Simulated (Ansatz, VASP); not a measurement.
**Au in VASP and in Ansatz**

Contents of INCAR:

```
PREC     = Accurate       # precision mode
ENCUT    = 520            # plane-wave cutoff, eV
EDIFF    = 1E-6           # SCF threshold, eV
ISMEAR   = -1             # smearing method
SIGMA    = 0.05           # smearing width, eV
LREAL    = False          # projectors in reciprocal space
LASPH    = True           # aspherical terms in the spheres
NELM     = 100            # most SCF steps
ALGO     = Normal         # electronic algorithm
ISIF     = 2              # what is computed and relaxed
LWAVE    = False          # write WAVECAR
LCHARG   = True           # write CHGCAR
LELF     = True           # ELF
LVHAR    = True         
NBANDS   = 18             # bands
```

The input KPOINTS:

```
regular mesh
0
Gamma
  11 11 6
```

The input POSCAR:

```
Au
1.0
    2.9381622711      0.0000000000      0.0000000000
   -1.4690811355      2.5445231672      0.0000000000
    0.0000000000      0.0000000000      4.9442178906
Au
2
Direct
    0.6666666667      0.3333333333      0.2500000000
    0.3333333333      0.6666666667      0.7500000000
```

input.yaml

```yaml
crystal:
  lattice:
    - [2.9381622711, 0.0, 0.0]
    - [-1.4690811355, 2.5445231672, 0.0]
    - [0.0, 0.0, 4.9442178906]
  atoms:
    - { symbol: Au, position: [0.6666666667, 0.3333333333, 0.25] }
    - { symbol: Au, position: [0.3333333333, 0.6666666667, 0.75] }
hamiltonian:
  xc: lda
  pseudopotentials: { kind: paw }
kpoints:
  mp_grid: { grid: [11, 11, 6] }
scf:
  occupations: { method: fermi_dirac, width: 0.05 }
output:
  forces: true
  stress: true
  eigenvalues: true
  write_density: true
  write_potential: true
  elf: true
  volumetric_format: npy
```

Alike in both runs: task single point; functional LDA; k mesh 11 × 11 × 6; occupations fermi-dirac, width 0.05 eV; no spin polarisation.

|  | VASP | Ansatz |
| --- | --- | --- |
| version | VASP 6.6.1 | Ansatz 0.2.0 |
| potentials or method | VASP PAW LDA potentials, release 64 (Au) | Ansatz PAW |
| plane-wave cutoff (eV) | 520 | 420 |
| valence electrons in the cell | 22 | 38 |

|  | VASP | Ansatz | Ansatz less VASP |
| --- | --- | --- | --- |
| gap on the k mesh at the Fermi level (eV) | none | none | - |
| pressure (GPa) | -14.8 | -15.2 | -0.34 |
| traceless stress, the component that is largest in VASP (GPa) | 0.22 | 0.29 | +0.073 |

LDA's correlation is that of Perdew and Zunger in VASP and of Perdew and Wang (1992) in Ansatz. A gap of «none» marks a metal or a gap that the smearing closes. VASP's potentials hold 22 valence electrons a cell and Ansatz's 38, so a difference there can come from the potentials and not from the codes.

Spin-orbit coupling is off throughout.
